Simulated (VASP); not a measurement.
The system is AlN.

```xyz
4
Lattice="3.0886 0.0000 -0.1544 -1.5443 2.6748 0.0772 -0.2472 0.0000 4.7458" Properties=species:S:1:pos:R:3 pbc="T T T"
Al   -0.0004    1.7832    0.0072
Al    1.4203    0.8916    2.3029
N    -0.0948    1.7832    1.8199
N     1.3259    0.8916    4.1156
```

This cell differs from its parent crystal: engineering shear strain xz -0.1000, normal strain along z -0.0400.

```yaml
Program: VASP 6.6.1
Task: relaxation of the atoms
Functional: LDA
Potentials_or_basis: VASP PAW LDA potentials, release 64 (Al, N)
Cutoff: 520 eV
k_mesh: 9 × 9 × 6
Occupations: gaussian, width 0.05 eV
Spin: no spin polarisation
```

At the start: pressure 11.0 GPa; volume 9.78 Å³/atom.

**Question.** Where does the relaxation end?

**Answer.** Over 10 steps the energy falls by 13.0 meV/atom at a fixed cell; space group Cc (No. 9, to 0.1 Å) before and after.

The path:
| step | energy change (eV) | largest force (eV/Å) | pressure (GPa) |
| --- | --- | --- | --- |
| 1 | 0.0000 | 0.9393 | 11.01 |
| 2 | -0.0323 | 0.5765 | 9.15 |
| 3 | -0.0516 | 0.0990 | 9.55 |
| 4 | -0.0519 | 0.0553 | 9.50 |
| 5 | -0.0520 | 0.0135 | 9.51 |
| 6 | -0.0520 | 0.0158 | 9.51 |
| 7 | -0.0521 | 0.0126 | 9.51 |
| 8 | -0.0521 | 0.0153 | 9.51 |
| 9 | -0.0521 | 0.0129 | 9.51 |
| 10 | -0.0521 | 0.0050 | 9.51 |

Final structure:
```yaml
crystal:
  lattice:
    - [3.08862, 0.00000, -0.15443]
    - [-1.54431, 2.67482, 0.07722]
    - [-0.24718, 0.00000, 4.74584]
  atoms:
    - { symbol: Al, position: [0.33894, 0.66668, 0.99722] }
    - { symbol: Al, position: [0.67225, 0.33332, 0.49722] }
    - { symbol: N, position: [0.32884, 0.66887, 0.38778] }
    - { symbol: N, position: [0.65997, 0.33113, 0.88778] }
```

Caveat: the cell differs from its parent crystal (engineering shear strain xz -0.1000, normal strain along z -0.0400).
